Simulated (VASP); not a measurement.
A run of VASP 6.6.1 is set up as follows.

The input INCAR:

```
  PREC = Accurate
  ENCUT = 600
  EDIFF = 1E-6
  ISMEAR = 0
  SIGMA = 0.1
  LREAL = F
  LASPH = T
  NELM = 200
  ALGO = Normal
  ISIF = 2
  LWAVE = F
  LCHARG = F
  ISPIN = 2
  MAGMOM = 2.83 0 0
  LORBIT = 11
  LMAXMIX = 4
  GGA = PE
  IVDW = 12
  NBANDS = 24
  GGA_COMPAT = F
```

File KPOINTS:

```
regular mesh
0
Gamma
  8 8 4
```

File POSCAR:

```
MnO2
1.0
    2.4842068545     -1.4343144429     -0.0016876457
    2.4842068545      1.4343144429     -0.0016876457
   -1.6410607453      0.0000000000      4.6345410887
Mn O
1 2
Direct
    0.0000000000      0.0000000000      0.0000000000
    0.7347654481      0.7347654481      0.2057858615
    0.2652345519      0.2652345519      0.7942141385
```

Potentials or basis: VASP PAW PBE potentials, release 64 (Mn_sv, O).

Command:

```sh
$ cat potpaw_PBE.64/Mn_sv/POTCAR potpaw_PBE.64/O/POTCAR > POTCAR
$ mpirun -np 1 vasp_std > vasp.out
```

**Question.** Estimate the net moment.

**Answer.** 3.00 μB per cell.

**Question.** Estimate the band gap on the k mesh.

**Answer.** 0.91 eV (least direct gap 0.98 eV).

**Question.** What does it give for the largest force?

**Answer.** 0.022 eV/Å.

**Question.** Predict the dispersion energy per atom.

**Answer.** -0.132 eV.

Forces in eV/Å, atoms in the order of the input:
```
Mn   0.000  0.000  0.000
O    0.000  0.000  0.022
O    0.000  0.000 -0.022
```

Caveat: a cell with one magnetic atom can't hold antiferromagnetic order, which such compounds often take. A k mesh can miss the band edges.
